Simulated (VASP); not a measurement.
HfGe:

```xyz
2
Lattice="3.5008 0.0000 0.0000 0.0000 3.5008 0.0000 0.0000 0.0000 3.5008" Properties=species:S:1:pos:R:3 pbc="T T T"
Hf    0.0000    0.0000    0.0000
Ge    1.7504    1.7504    1.7504
```

| Property | Result |
| --- | --- |
| Program | VASP 6.6.1 |
| Task | relaxation of cell and atoms |
| Functional | PBE |
| Potentials or basis | VASP PAW PBE potentials, release 64 (Hf_pv, Ge_d) |
| Cutoff | 600 eV |
| k mesh | 6 × 6 × 6 |
| Occupations | fermi-dirac, width 0.05 eV |
| Spin | no spin polarisation |

At the start: pressure -12.1 GPa; volume 21.45 Å³/atom.

Problem. Where does the relaxation end?

Solution. Over 4 steps the energy falls by 118.0 meV/atom and the volume is 18.68 Å³/atom (-12.9 %); space group Pm-3m (No. 221, to 0.05 Å).

The path:
```
step  energy change (eV)  largest force (eV/Å)  pressure (GPa)  volume (Å³)
   1              0.0000                0.0000          -12.14        42.91
   2             -0.0611                0.0000           16.31        33.58
   3             -0.2360                0.0000           -0.41        37.47
   4             -0.2360                0.0000            0.02        37.35
```

Final structure:
```cif
data_structure
_symmetry_space_group_name_H-M 'P 1'
_symmetry_Int_Tables_number 1
_cell_length_a 3.3428
_cell_length_b 3.3428
_cell_length_c 3.3428
_cell_angle_alpha 90.000
_cell_angle_beta 90.000
_cell_angle_gamma 90.000
_cell_volume 37.35
loop_
_atom_site_label
_atom_site_type_symbol
_atom_site_fract_x
_atom_site_fract_y
_atom_site_fract_z
_atom_site_occupancy
Hf1 Hf 0.00000 0.00000 0.00000 1
Ge1 Ge 0.50000 0.50000 0.50000 1
```
